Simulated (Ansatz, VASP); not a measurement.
**W: VASP beside Ansatz**

```
CELL_PARAMETERS angstrom
0.00000 2.01824 2.01824
2.01824 0.00000 2.01824
2.01824 2.01824 0.00000
ATOMIC_POSITIONS crystal
W 0.00000 0.00000 0.00000
```

Alike in both runs: task electric field gradients; functional PBE; k mesh 5 × 5 × 5; occupations fermi-dirac, width 0.05 eV; no spin polarisation.

```csv
,VASP,Ansatz
version,VASP 6.6.1,Ansatz 0.2.0
potentials or method,"VASP PAW PBE potentials, release 64 (W_sv)","PAW with Ansatz's default frozen-core files, scalar-relativistic"
plane-wave cutoff (eV),520,420
valence electrons in the cell,14,14
```

Ansatz gave:

* pressure (GPa): -0.6

Question: Estimate VASP's values.

Answer: Pressure (GPa): -0.1.

The functional is the same, so the differences come from potentials, cutoffs and numerics.

The k mesh is coarse, so the values compare programs but aren't converged. Spin-orbit coupling is off throughout.
